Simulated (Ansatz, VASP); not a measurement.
## Two plane-wave programs on Fe

```
CELL_PARAMETERS angstrom
-1.40179 1.40179 1.40179
1.40179 -1.40179 1.40179
1.40179 1.40179 -1.40179
ATOMIC_POSITIONS crystal
Fe 0.00000 0.00000 0.00000
```

Alike in both runs: task single point; functional LDA; k mesh 27 × 27 × 27; occupations fermi-dirac, width 0.1 eV; no spin polarisation.

```csv
,VASP,Ansatz
version,VASP 6.6.1,Ansatz 0.2.0
potentials or method,"VASP PAW LDA potentials, release 64 (Fe), cutoff 520 eV","plane waves (420 eV) with PAW, scalar-relativistic"
valence electrons in the cell,8,16
```

```csv
,VASP,Ansatz,Ansatz less VASP
pressure (GPa),-27.9,-27.9,0.00
```

Ansatz warns that its potentials were made for another functional, while VASP's fit it. LDA's correlation is that of Perdew and Zunger in VASP and of Perdew and Wang (1992) in Ansatz. VASP's potentials hold 8 valence electrons a cell and Ansatz's 16, so a difference there can come from the potentials and not from the codes.
